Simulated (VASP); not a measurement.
# Cd3SeS2 (P4/mmm) in VASP: further runs

Runs on Cd3SeS2. Level: PBE. Tasks: single point.

Everything below comes from runs of VASP 6.6.1. Logs are shortened: lines on timing, memory, paths and dates and some standing lists are left out, and cuts for length are marked.

### 1 The cell of the first run

It takes space group P4/mmm (No. 123, tetragonal). Conventional cell: a = 3.398 Å, b = 3.398 Å, c = 10.828 Å, α = 90.00°, β = 90.00°, γ = 90.00°. Within 3.7 Å of Cd (site symmetry 4mm) lie 4 S at 2.84 Å and 4 Se at 3.22 Å and 5 Cd at 3.28 to 3.40 Å. Cd (site symmetry 4/mmm) has 8 S at 2.98 Å and 6 Cd at 3.28 to 3.40 Å within 3.9 Å. Within 4.2 Å of Se (site symmetry 4/mmm) lie 8 Cd at 3.22 Å and 4 Se at 3.40 Å and 2 S at 3.64 Å. Within 3.7 Å of S (site symmetry 4mm) lie 8 Cd at 2.84 to 2.98 Å and 5 S at 3.40 to 3.54 Å and 1 Se at 3.64 Å.

### 2 Single point, PBE

File INCAR:

```
SYSTEM = Cd3SeS2
PREC = Accurate
ENCUT = 520
EDIFF = 1E-6
ISMEAR = 0
SIGMA = 0.1
LREAL = .FALSE.
LASPH = .TRUE.
NELM = 80
ALGO = Normal
ISIF = 2
LWAVE = .FALSE.
LCHARG = .TRUE.
GGA = PE
LELF = .TRUE.
LVHAR = .TRUE.
NBANDS = 36
```

File KPOINTS:

```
regular mesh
0
G
  4 4 2
  0 0 0
```

File POSCAR:

```
Cd3SeS2
1.0
    3.3981807923      0.0000000000      0.0000000000
    0.0000000000      3.3981807923      0.0000000000
    0.0000000000      0.0000000000     10.8283851659
Cd Se S
3 1 2
Direct
    0.5000000000      0.5000000000      0.1974736056
    0.5000000000      0.5000000000      0.5000000000
    0.5000000000      0.5000000000      0.8025263944
    0.0000000000      0.0000000000      0.0000000000
    0.0000000000      0.0000000000      0.3366052653
    0.0000000000      0.0000000000      0.6633947347
```

Potentials or basis: VASP PAW PBE potentials, release 64 (Cd, Se, S).

Launch:

```bash
cat potpaw_PBE.64/Cd/POTCAR potpaw_PBE.64/Se/POTCAR potpaw_PBE.64/S/POTCAR > POTCAR
mpirun -np 1 vasp_std > vasp.out
```

OUTCAR:

```text
SYSTEM = Cd3SeS2
   PREC = Accurate
   ENCUT = 520
   EDIFF = 1E-6
   ISMEAR = 0
   LREAL = .FALSE.
   LASPH = .TRUE.
   NELM = 80
   ISIF = 2
   GGA = PE

 ion  position               nearest neighbor table
   1  0.500  0.500  0.197-   5 2.84   5 2.84   5 2.84   5 2.84   4 3.22   4 3.22   4 3.22   4 3.22
                             2 3.28
   2  0.500  0.500  0.500-   5 2.98   6 2.98   5 2.98   6 2.98   5 2.98   6 2.98   5 2.98   6 2.98
                             1 3.28   3 3.28
   3  0.500  0.500  0.803-   6 2.84   6 2.84   6 2.84   6 2.84   4 3.22   4 3.22   4 3.22   4 3.22
                             2 3.28
   4  0.000  0.000  0.000-   1 3.22   3 3.22   1 3.22   3 3.22   1 3.22   3 3.22   1 3.22   3 3.22

   5  0.000  0.000  0.337-   1 2.84   1 2.84   1 2.84   1 2.84   2 2.98   2 2.98   2 2.98   2 2.98

   6  0.000  0.000  0.663-   3 2.84   3 2.84   3 2.84   3 2.84   2 2.98   2 2.98   2 2.98   2 2.98

  LATTYP: Found a simple tetragonal cell.
 ALAT       =     3.3981807923
 C/A-ratio  =     3.1865241515

  Lattice vectors:

 A1 = (   3.3981807923,   0.0000000000,   0.0000000000)
 A2 = (   0.0000000000,   3.3981807923,   0.0000000000)
 A3 = (   0.0000000000,   0.0000000000,  10.8283851659)

Analysis of symmetry for initial positions (statically):
=====================================================================
 Subroutine PRICEL returns:
 Original cell was already a primitive cell.

 Routine SETGRP: Setting up the symmetry group for a
 simple tetragonal supercell.

 Subroutine GETGRP returns: Found 16 space group operations
 (whereof 16 operations were pure point group operations)
 out of a pool of 16 trial point group operations.

The static configuration has the point symmetry D_4h.

Analysis of symmetry for dynamics (positions and initial velocities):
=====================================================================
 Subroutine PRICEL returns:
 Original cell was already a primitive cell.

 Routine SETGRP: Setting up the symmetry group for a
 simple tetragonal supercell.

 Subroutine GETGRP returns: Found 16 space group operations
 (whereof 16 operations were pure point group operations)
 out of a pool of 16 trial point group operations.

The dynamic configuration has the point symmetry D_4h.

 Subroutine INISYM returns: Found 16 space group operations
 (whereof 16 operations are pure point group operations),
 and found     1 'primitive' translations

----------------------------------------------------------------------------------------

                                     Primitive cell

  volume of cell :     125.0422

  direct lattice vectors                    reciprocal lattice vectors
     3.398180792  0.000000000  0.000000000     0.294275102  0.000000000  0.000000000
     0.000000000  3.398180792  0.000000000     0.000000000  0.294275102  0.000000000
     0.000000000  0.000000000 10.828385166     0.000000000  0.000000000  0.092349873

  length of vectors
     3.398180792  3.398180792 10.828385166     0.294275102  0.294275102  0.092349873

  position of ions in fractional coordinates (direct lattice)
     0.500000000  0.500000000  0.197473606
     0.500000000  0.500000000  0.500000000
     0.500000000  0.500000000  0.802526394
     0.000000000  0.000000000  0.000000000
     0.000000000  0.000000000  0.336605265
     0.000000000  0.000000000  0.663394735

  ion indices of the primitive-cell ions
   primitive index   ion index
                 1           1
                 2           2
                 3           3
                 4           4
                 5           5
                 6           6

----------------------------------------------------------------------------------------

 KPOINTS: regular mesh

Automatic generation of k-mesh.
 Grid dimensions read from file:
 generate k-points for:    4    4    2

 Generating k-lattice:

  Cartesian coordinates                     Fractional coordinates (reciprocal lattice)
     0.073568776  0.000000000  0.000000000     0.250000000  0.000000000  0.000000000
     0.000000000  0.073568776  0.000000000     0.000000000  0.250000000  0.000000000
     0.000000000  0.000000000  0.046174937     0.000000000  0.000000000  0.500000000

  Length of vectors
     0.073568776  0.073568776  0.046174937

  Shift w.r.t. Gamma in fractional coordinates (k-lattice)
     0.000000000  0.000000000  0.000000000

 Subroutine IBZKPT returns following result:
 ===========================================

 Found     12 irreducible k-points:

 Following reciprocal coordinates:
            Coordinates               Weight
  0.000000  0.000000  0.000000      1.000000
  0.250000  0.000000  0.000000      4.000000
  0.500000  0.000000  0.000000      2.000000
  0.250000  0.250000  0.000000      4.000000
  0.500000  0.250000  0.000000      4.000000
  0.500000  0.500000  0.000000      1.000000
  0.000000  0.000000  0.500000      1.000000
  0.250000  0.000000  0.500000      4.000000
  0.500000  0.000000  0.500000      2.000000
  0.250000  0.250000  0.500000      4.000000
  0.500000  0.250000  0.500000      4.000000
  0.500000  0.500000  0.500000      1.000000
   k-points           NKPTS =     12   k-points in BZ     NKDIM =     12   number of bands    NBANDS=     36
   number of dos      NEDOS =    301   number of ions     NIONS =      6
   total plane-waves  NPLWV =  65856
   dimension x,y,z NGX =    28 NGY =   28 NGZ =   84
   dimension x,y,z NGXF=    56 NGYF=   56 NGZF=  168
   ions per type =               3   1   2
   NGX,Y,Z   is equivalent  to a cutoff of  13.70, 13.70, 12.90 a.u.
   NGXF,Y,Z  is equivalent  to a cutoff of  27.40, 27.40, 25.79 a.u.
 SYSTEM =  Cd3SeS2
   PREC   = accura    normal or accurate (medium, high low for compatibility)
   ISTART =      0    job   : 0-new  1-cont  2-samecut
   ICHARG =      2    charge: 1-file 2-atom 10-const
   ISPIN  =      1    spin polarized calculation?
   LNONCOLLINEAR =      F non collinear calculations
   LSORBIT =      F    spin-orbit coupling
   LASPH  =      T    aspherical Exc in radial PAW
   ENCUT  =  520.0 eV  38.22 Ry    6.18 a.u.   6.32  6.32 20.13*2*pi/ulx,y,z
   NELM   =     80;   NELMIN=  2; NELMDL= -5     # of ELM steps
   EDIFF  = 0.1E-05   stopping-criterion for ELM
   LREAL  =      F    real-space projection
   EDIFFG = 0.1E-04   stopping-criterion for IOM
   NSW    =      0    number of steps for IOM
   IBRION =     -1    ionic relax: 0-MD 1-quasi-New 2-CG
   NFREE  =      0    steps in history (QN), initial steepest desc. (CG)
   ISIF   =      2    stress and relaxation
   ISYM   =      2    0-nonsym 1-usesym 2-fastsym
   POTIM  = 0.5000    time-step for ionic-motion
   TEBEG  =    0.0;   TEEND  =   0.0 temperature during run
   PSTRESS=    0.0 pullay stress
   NELECT =      54.0000    total number of electrons
   NUPDOWN=      -1.0000    fix difference up-down
   EMIN   =  10.00;   EMAX   =-10.00  energy-range for DOS
   EFERMI =   0.00;   METHOD = LEGACY
   ISMEAR =     0;   SIGMA  =   0.10  broadening in eV -4-tet -1-fermi 0-gaus
   EFERMI_NEDOS =   21; number of points for ismear=-14 and -15
   IALGO  =     38    algorithm
   IMIX   =      4    mixing-type and parameters
     AMIX     =   0.40;   BMIX     =  1.00
     AMIX_MAG =   1.60;   BMIX_MAG =  1.00
  volume/ion in A,a.u.               =      20.84       140.64
  Fermi-wavevector in a.u.,A,eV,Ry     =   1.237430  2.338403 20.833679  1.531232
  Thomas-Fermi vector in A             =   2.371997
   LORBIT       =      0    0 simple, 1 ext, 2 COOP (PROOUT), +10 PAW based schemes
   GGA     = PE    functional components
   LHFCALC =     F    Hartree Fock is set to
   AEXX    =    0.0000 exact exchange contribution
   IVDW    =     0    specifies the selected vdW correction
   LEPSILON=     F    determine dielectric tensor
   LRPA    =     F    only Hartree local field effects (RPA)
 non-spin polarized calculation
 Gauss-broadening in eV      SIGMA  =   0.10
  energy-cutoff  :      520.00
  volume of cell :      125.04
 maximum number of plane-waves:      3400
 NGX is ok and might be reduce to    28
   NGX = 13   NGY = 13   NGZ = 41

 number of electron      53.9999990 magnetization

 Free energy of the ion-electron system (eV)
  ---------------------------------------------------
  ext. energy  EPLUGINS =         0.00000000
  ---------------------------------------------------
  free energy    TOTEN  =       -14.13156140 eV

  energy without entropy =      -14.11403621  energy(sigma->0) =      -14.12279880

 E-fermi :   3.6410     XC(G=0): -10.5616

 val. band max:        3.6387540765   @ k =   0.5000   0.5000   0.0000
 cond. band min:       3.6579103187   @ k =   0.0000   0.0000   0.5000
 fundamental gap:      0.0191562423
 Fermi energy:         3.6410229479

 k-point     1 :       0.0000    0.0000    0.0000
  band No.  band energies     occupation
      1      -9.9861      2.00000
      2      -9.4547      2.00000
      3      -9.2591      2.00000
      4      -5.1030      2.00000
      5      -5.1028      2.00000
      6      -5.0701      2.00000
[... 28 lines left out ...]
     35      10.6096      0.00000
     36      10.6979      0.00000

 k-point     2 :       0.2500    0.0000    0.0000
  band No.  band energies     occupation
      1      -9.5552      2.00000
      2      -9.1233      2.00000
      3      -8.9544      2.00000
      4      -5.0726      2.00000
      5      -5.0166      2.00000
      6      -4.9645      2.00000
[... 28 lines left out ...]
     35      11.2097      0.00000
     36      11.4567      0.00000

 k-point     3 :       0.5000    0.0000    0.0000
  band No.  band energies     occupation
      1      -9.0267      2.00000
      2      -8.7058      2.00000
      3      -8.6135      2.00000
      4      -5.0407      2.00000
      5      -4.9592      2.00000
      6      -4.9579      2.00000
[... 28 lines left out ...]
     35      10.9010      0.00000
     36      10.9355      0.00000
[... 274 lines left out ...]
 k-point    11 :       0.5000    0.2500    0.5000
  band No.  band energies     occupation
      1      -8.7155      2.00000
      2      -8.4983      2.00000
      3      -8.2315      2.00000
      4      -4.9994      2.00000
      5      -4.9885      2.00000
      6      -4.9673      2.00000
[... 28 lines left out ...]
     35       8.7359      0.00000
     36       8.9593      0.00000

 k-point    12 :       0.5000    0.5000    0.5000
  band No.  band energies     occupation
      1      -8.3818      2.00000
      2      -8.2451      2.00000
      3      -7.7261      2.00000
      4      -5.2263      2.00000
      5      -5.2263      2.00000
      6      -5.2008      2.00000
[... 28 lines left out ...]
     35       8.4834      0.00000
     36       9.1014      0.00000

------------------------ aborting loop because EDIFF is reached ----------------------------------------

  FORCE on cell =-STRESS in cart. coord.  units (eV):
  Direction    XX          YY          ZZ          XY          YZ          ZX
  --------------------------------------------------------------------------------------
  -------------------------------------------------------------------------------------
  Total        0.1978083      0.1978083      0.1441984      0.0000000      0.0000000     -0.0000000
  in kB        2.5345358      2.5345358      1.8476271      0.0000000      0.0000000     -0.0000000
  external PRESSURE =       2.3055662 kB  Pullay stress =       0.0000000 kB

 VOLUME and BASIS-vectors are now :
 -----------------------------------------------------------------------------
  energy-cutoff  :      520.00
  volume of cell :      125.04
      direct lattice vectors                 reciprocal lattice vectors
     3.398180792  0.000000000  0.000000000     0.294275102  0.000000000  0.000000000
     0.000000000  3.398180792  0.000000000     0.000000000  0.294275102  0.000000000
     0.000000000  0.000000000 10.828385166     0.000000000  0.000000000  0.092349873

 POSITION                                       TOTAL-FORCE (eV/Angst)
 -----------------------------------------------------------------------------------
      1.69909      1.69909      2.13832         0.000000     -0.000000     -0.023736
      1.69909      1.69909      5.41419         0.000000     -0.000000      0.000000
      1.69909      1.69909      8.69006         0.000000      0.000000      0.023736
      0.00000      0.00000      0.00000         0.000000     -0.000000      0.000000
      0.00000      0.00000      3.64489        -0.000000     -0.000000      0.009204
      0.00000      0.00000      7.18349         0.000000     -0.000000     -0.009204
 -----------------------------------------------------------------------------------
    total drift:                                0.000000      0.000000      0.000000

  FREE ENERGIE OF THE ION-ELECTRON SYSTEM (eV)
  ---------------------------------------------------
  free  energy   TOTEN  =       -14.1315613981 eV

  energy  without entropy=      -14.1140362106  energy(sigma->0) =      -14.12279880
```

It took 42 s on 1 thread of Intel Xeon 6975P-C (Granite Rapids), shared host; peak memory 0.26 GiB.

What came out:

- Free energy: -14.1316 eV
- Pressure: 0.2 GPa
- Largest force: 0.024 eV/Å
- Band gap on the k mesh: zero (band 27 reaches 3.81 eV, above the bottom of band 28 at 2.84 eV)

Forces on the atoms (eV/Å):
```
Cd   0.000  0.000 -0.024
Cd   0.000  0.000  0.000
Cd   0.000  0.000  0.024
Se   0.000  0.000  0.000
S    0.000  0.000  0.009
S    0.000  0.000 -0.009
```

Caveat: the k points lie up to 0.46 Å⁻¹ apart.

### 3 Single point, PBE

This run uses another cell than the first one, of 29.62 Å³/atom, 1.421 times its volume.

File INCAR:

```
PREC = Accurate ; ENCUT = 520
EDIFF = 1E-6 ; ISMEAR = 0
SIGMA = 0.1 ; LREAL = False
LASPH = True ; NELM = 100
ALGO = Normal ; ISIF = 2
LWAVE = False ; LCHARG = False
GGA = PE ; NBANDS = 36
```

File KPOINTS:

```
Automatic mesh
0
Gamma
  4 4 2
```

File POSCAR:

```
Cd3SeS2
1.0
    3.8287165800      0.0000000000      0.0000000000
    0.0000000000      3.8287165800      0.0000000000
    0.0000000000      0.0000000000     12.1236835100
Cd Se S
3 1 2
Direct
    0.5000000000      0.5000000000      0.1787200000
    0.5000000000      0.5000000000      0.5000000000
    0.5000000000      0.5000000000      0.8212800000
    0.0000000000      0.0000000000      0.0000000000
    0.0000000000      0.0000000000      0.3334420000
    0.0000000000      0.0000000000      0.6665580000
```

Potentials or basis: VASP PAW PBE potentials, release 64 (Cd, Se, S).

Launch:

```bash
cat potpaw_PBE.64/Cd/POTCAR potpaw_PBE.64/Se/POTCAR potpaw_PBE.64/S/POTCAR > POTCAR
mpirun -np 1 vasp_std > vasp.out
```

Run time: 50 s. Hardware: 1 thread of Intel Xeon 6975P-C (Granite Rapids), shared host; peak memory 0.28 GiB.

It converged, with:

| Quantity | Value |
| --- | --- |
| Free energy | -11.7928 eV |
| Pressure | -9.5 GPa |
| Largest force | 0.347 eV/Å |
| Band gap on the k mesh | zero (band 27 reaches 0.80 eV, above the bottom of band 28 at 0.34 eV) |

Forces in eV/Å, atoms in the order of the input:
```
Cd   0.000  0.000  0.347
Cd   0.000  0.000  0.000
Cd   0.000  0.000 -0.347
Se   0.000  0.000  0.000
S    0.000  0.000 -0.102
S    0.000  0.000  0.102
```

Stress tensor (GPa, compression positive):
```
-9.33  0.00  0.00
 0.00 -9.33  0.00
 0.00  0.00 -9.88
```

Levels at points of the mesh, in eV from the Fermi level:
```tsv
k point	band 24	band 25	band 26	band 27	band 28	band 29	band 30	band 31
(0.00, 0.00, 0.00)	-0.54	-0.25	-0.25	-0.12	-0.12	1.13	1.22	4.26
(0.50, 0.00, 0.00)	-0.28	-0.04	-0.02	-0.02	0.01	0.18	2.26	2.48
(0.50, 0.50, 0.00)	-1.82	-1.07	-1.02	-0.62	-0.12	0.21	0.45	3.15
(0.00, 0.00, 0.50)	-0.41	-0.41	-0.09	-0.04	-0.04	0.02	2.39	2.78
(0.50, 0.00, 0.50)	-1.04	-0.96	-0.02	0.01	0.18	1.44	1.51	3.40
(0.50, 0.50, 0.50)	-1.53	-1.30	-0.49	-0.44	-0.41	-0.35	1.07	2.48
```

Caveat: the k points lie up to 0.41 Å⁻¹ apart.

### 4 Single point, PBE

This run uses another cell than the first one, of 20.75 Å³/atom, 0.996 times its volume.

File INCAR:

```
SYSTEM = Cd3SeS2
  PREC = Accurate
  ENCUT = 520
  EDIFF = 1E-7
  ISMEAR = 0
  SIGMA = 0.1
  LREAL = .False.
  LASPH = .True.
  NELM = 100
  ALGO = Normal
  ISIF = 2
  LWAVE = .False.
  LCHARG = .True.
  GGA = PE
  LELF = .True.
  LVHAR = .True.
  NBANDS = 36
```

File KPOINTS:

```
regular mesh
0
Gamma
  6 6 2
  0 0 0
```

File POSCAR:

```
Cd3SeS2
1.0
    3.4129936295      0.0000000000      0.0000000000
    0.0000000000      3.4129936295      0.0000000000
    0.0000000000      0.0000000000     10.6873047845
Cd Se S
3 1 2
Direct
    0.5000000000      0.5000000000      0.1894482752
    0.5000000000      0.5000000000      0.5000000000
    0.5000000000      0.5000000000      0.8105517248
    0.0000000000      0.0000000000      0.0000000000
    0.0000000000      0.0000000000      0.3366271377
    0.0000000000      0.0000000000      0.6633728623
```

Launch:

```bash
cat potpaw_PBE.64/Cd/POTCAR potpaw_PBE.64/Se/POTCAR potpaw_PBE.64/S/POTCAR > POTCAR
mpirun -np 1 vasp_std > vasp.out
```

Wall time 76 s (1 thread of Intel Xeon 6975P-C (Granite Rapids), shared host); peak memory 0.28 GiB.

The run converged. Its results:

```
Free energy            : -14.0832 eV
Pressure               : 0.2 GPa
Largest force          : 0.007 eV/Å
Band gap on the k mesh : zero (band 27 reaches 4.07 eV, above the bottom of band 28 at 2.97 eV)
```

Forces in eV/Å, atoms in the order of the input:
```
Cd   0.000  0.000 -0.004
Cd   0.000  0.000  0.000
Cd   0.000  0.000  0.004
Se   0.000  0.000  0.000
S    0.000  0.000 -0.007
S    0.000  0.000  0.007
```

Levels at points of the mesh, in eV from the Fermi level:
```csv
k point,band 25,band 26,band 27,band 28,band 29,band 30
"(0.00, 0.00, 0.00)",-0.61,-0.61,-0.10,-0.10,1.74,2.05
"(0.50, 0.00, 0.00)",-0.23,-0.18,-0.17,-0.13,0.47,2.80
"(0.50, 0.50, 0.00)",-1.73,-1.67,-1.12,-0.25,-0.10,0.49
"(0.00, 0.00, 0.50)",-0.83,0.03,0.03,0.25,0.50,3.12
"(0.50, 0.00, 0.50)",-1.38,-0.18,-0.17,0.47,2.11,2.25
"(0.50, 0.50, 0.50)",-2.05,-0.98,-0.85,-0.80,-0.62,1.55
```

### 5 Summary

| cell | k mesh | gap on the mesh (eV) | pressure (GPa) | largest force (eV/Å) |
| --- | --- | --- | --- | --- |
| a = 3.398, b = 3.398, c = 10.828 Å, 6 atoms | 4 × 4 × 2 | none | 0.2 | 0.02 |
| a = 3.829, b = 3.829, c = 12.124 Å, 6 atoms | 4 × 4 × 2 | none | -9.5 | 0.35 |
| a = 3.413, b = 3.413, c = 10.687 Å, 6 atoms | 6 × 6 × 2 | none | 0.2 | 0.01 |

Alike in all rows: task single point; level PBE; potentials or basis VASP PAW PBE potentials, release 64 (Cd, Se, S); no spin polarisation; cutoff (eV) 520; smearing gaussian 0.1 eV.

Caveats: some runs use coarse meshes.

Absolute energies hang on the potentials; compare differences alone.
